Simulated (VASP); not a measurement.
# Ba3Ti4AlO12 (a cell with a defect): single point with PBE

Ba3Ti4AlO12 (a cell with a defect):

```
Al Ba Ti O
1.0
    -4.00600    4.00600    4.00600
     4.00600   -4.00600    4.00600
     4.00600    4.00600   -4.00600
Al Ba Ti O
1 3 4 12
Direct
  0.50000 0.50000 0.50000
  0.00000 0.00000 0.50000
  0.00000 0.50000 0.00000
  0.50000 0.00000 0.00000
  0.00000 0.00000 0.00000
  0.50000 0.50000 0.00000
  0.50000 0.00000 0.50000
  0.00000 0.50000 0.50000
  0.01132 0.25566 0.25566
  0.50000 0.74434 0.25566
  0.50000 0.25566 0.74434
  0.98868 0.74434 0.74434
  0.25566 0.01132 0.25566
  0.74434 0.50000 0.25566
  0.74434 0.98868 0.74434
  0.25566 0.50000 0.74434
  0.25566 0.25566 0.01132
  0.74434 0.74434 0.98868
  0.74434 0.25566 0.50000
  0.25566 0.74434 0.50000
```

```
Program                : VASP 6.6.1
Task                   : single point
Functional             : PBE
Potentials or basis    : VASP PAW PBE potentials, release 64 (Al, Ba_sv, Ti_sv, O)
Cutoff                 : 520 eV
k mesh                 : 3 × 3 × 3
Occupations            : fermi-dirac, width 0.01 eV
Spin                   : no spin polarisation
Dipole correction      : no
Charge                 : 1
Further INCAR settings : LREAL = Auto; ALGO = Normal; EDIFF = 1e-07; NBANDS = 92; NELECT = 152.0
```

The largest force is 0.038 eV/Å.

Forces on the atoms (eV/Å):
```
Al   0.000  0.000  0.000
Ba   0.000  0.000  0.000
Ba   0.000  0.000  0.000
Ba   0.000  0.000  0.000
Ti   0.000  0.000  0.000
Ti   0.000  0.000  0.000
Ti   0.000  0.000  0.000
Ti   0.000  0.000  0.000
O    0.000  0.027  0.027
O    0.000  0.027 -0.027
O    0.000 -0.027  0.027
O    0.000 -0.027 -0.027
O    0.027  0.000  0.027
O    0.027  0.000 -0.027
O   -0.027  0.000 -0.027
O   -0.027  0.000  0.027
O    0.027  0.027  0.000
O   -0.027 -0.027  0.000
O    0.027 -0.027  0.000
O   -0.027  0.027  0.000
```

Levels at points of the mesh, in eV from the Fermi level:
| k point | band 72 | band 73 | band 74 | band 75 | band 76 | band 77 | band 78 | band 79 | band 80 | band 81 |
| --- | --- | --- | --- | --- | --- | --- | --- | --- | --- | --- |
| (0.00, 0.00, 0.00) | -0.31 | -0.31 | -0.13 | -0.13 | -0.13 | 0.05 | 1.73 | 1.73 | 1.73 | 3.39 |

Wall time 5 min on 1 thread of AMD EPYC 7R43 64-Core Processor (Zen 3), on a shared host, peak memory 0.36 GiB.

Caveat: the cell carries a net charge on a neutralising background, which shifts energy and pressure; the cell is charged against a uniform background, so pressure and absolute levels hang on convention; spin-orbit coupling is left out, which moves the levels of the heavy elements.
